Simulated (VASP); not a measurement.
Input of a VASP 6.6.1 run:

Contents of INCAR:

```
SYSTEM = Au
PREC = Accurate
ENCUT = 520
EDIFF = 1E-7
ISMEAR = 0
SIGMA = 0.15
LREAL = .False.
LASPH = .True.
NELM = 80
ALGO = Fast
ISIF = 2
LWAVE = .False.
LCHARG = .True.
GGA = PS
LELF = .True.
LVHAR = .True.
NBANDS = 12
```

The input KPOINTS:

```
Automatic mesh
0
Gamma
  20 20 20
  0 0 0
```

The input POSCAR:

```
Au
1.0
   -1.7898505200      1.7898505200      1.6572690000
    1.7898505200     -1.7898505200      1.6572690000
    1.7898505200      1.7898505200     -1.6572690000
Au
1
Direct
    0.0000000000      0.0000000000      0.0000000000
```

Potentials or basis: VASP PAW PBE potentials, release 64 (Au).

Command:

```sh
$ cat potpaw_PBE.64/Au/POTCAR > POTCAR
$ mpirun -np 1 vasp_std > vasp.out
```

Problem. What does it give for the pressure?

Solution. -19.7 GPa.

Stress tensor (GPa, compression positive):
```
-19.38   0.00   0.00
  0.00 -19.38   0.00
  0.00   0.00 -20.43
```

Caveat: the cell differs from its parent crystal (strain +0.080 along x and y, +0.000 along z); the PAW data sets were made with another functional, which shifts forces and pressure a little.
